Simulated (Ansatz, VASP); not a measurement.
**Two plane-wave programs on C**

The input INCAR:

```
PREC     = Accurate       # precision mode
ENCUT    = 520            # plane-wave cutoff, eV
EDIFF    = 1E-6           # SCF threshold, eV
ISMEAR   = 0              # smearing method
SIGMA    = 0.05           # smearing width, eV
LREAL    = False          # projectors in reciprocal space
LASPH    = True           # aspherical terms in the spheres
NELM     = 60             # most SCF steps
ALGO     = Normal         # electronic algorithm
ISIF     = 2              # what is computed and relaxed
LWAVE    = False          # write WAVECAR
LCHARG   = True           # write CHGCAR
GGA      = PS             # functional
LELF     = True           # ELF
LVHAR    = True         
NBANDS   = 31             # bands
```

The input KPOINTS:

```
regular mesh
0
Gamma
  11 7 3
```

POSCAR

```
C
1.0
   -2.1294220588     -1.2294315772      0.0088643343
    1.3950280734      0.0000000000     -3.6324024213
    4.8708391054     -8.8109263031      3.0018864038
C
10
Direct
    0.8222021784      0.1555174266      0.0666694635
    0.3888688450      0.3221840932      0.2666694635
   -0.0444644883      0.4888507599      0.4666694635
    0.5222021783      0.6555174266      0.6666694635
    0.0888688450      0.8221840932      0.8666694635
    0.6111311550     -0.1221840932      0.9333305365
    0.3444644883      0.2111492401      0.1333305365
    0.9111311550      0.3778159068      0.3333305365
    0.4777978216      0.5444825735      0.5333305365
    0.0444644883      0.7111492401      0.7333305365
```

Input for Ansatz:

```yaml
crystal:
  lattice:
    - [-2.1294220588, -1.2294315772, 0.0088643343]
    - [1.3950280734, 0.0, -3.6324024213]
    - [4.8708391054, -8.8109263031, 3.0018864038]
  atoms:
    - { symbol: C, position: [0.8222021784, 0.1555174266, 0.0666694635] }
    - { symbol: C, position: [0.388868845, 0.3221840932, 0.2666694635] }
    - { symbol: C, position: [-0.0444644883, 0.4888507599, 0.4666694635] }
    - { symbol: C, position: [0.5222021783, 0.6555174266, 0.6666694635] }
    - { symbol: C, position: [0.088868845, 0.8221840932, 0.8666694635] }
    - { symbol: C, position: [0.611131155, -0.1221840932, 0.9333305365] }
    - { symbol: C, position: [0.3444644883, 0.2111492401, 0.1333305365] }
    - { symbol: C, position: [0.911131155, 0.3778159068, 0.3333305365] }
    - { symbol: C, position: [0.4777978216, 0.5444825735, 0.5333305365] }
    - { symbol: C, position: [0.0444644883, 0.7111492401, 0.7333305365] }
basis:
  ecutwfc: 420
kpoints:
  mp_grid: { grid: [11, 7, 3] }
hamiltonian:
  xc: pbesol
scf:
  occupations: { method: gaussian, width: 0.05 }
output:
  forces: true
  stress: true
  eigenvalues: true
```

Alike in both runs: task single point; functional PBEsol; k mesh 11 × 7 × 3; occupations gaussian, width 0.05 eV; no spin polarisation.

|  | VASP | Ansatz |
| --- | --- | --- |
| version | VASP 6.6.1 | Ansatz 0.2.0 |
| potentials or method | VASP PAW PBE potentials, release 64 (C), cutoff 520 eV | scalar-relativistic, plane waves, PAW |
| valence electrons in the cell | 40 | 40 |

Ansatz gave:

```
gap on the k mesh at the Fermi level (eV)                     : 0.20
least direct gap on the mesh (eV)                             : 0.28
pressure (GPa)                                                : -4.4
traceless stress, the component that is largest in VASP (GPa) : -8.58
rms of the force components (eV/Å)                            : 1.304
```

Estimate VASP's values.

gap on the k mesh at the Fermi level (eV): 0.20; least direct gap on the mesh (eV): 0.28; pressure (GPa): -3.8; traceless stress, the component that is largest in VASP (GPa): -8.28; rms of the force components (eV/Å): 1.311.

VASP's potentials were made for PBE, not for PBEsol. Atom by atom the forces differ by 0.012 eV/Å (rms over components).
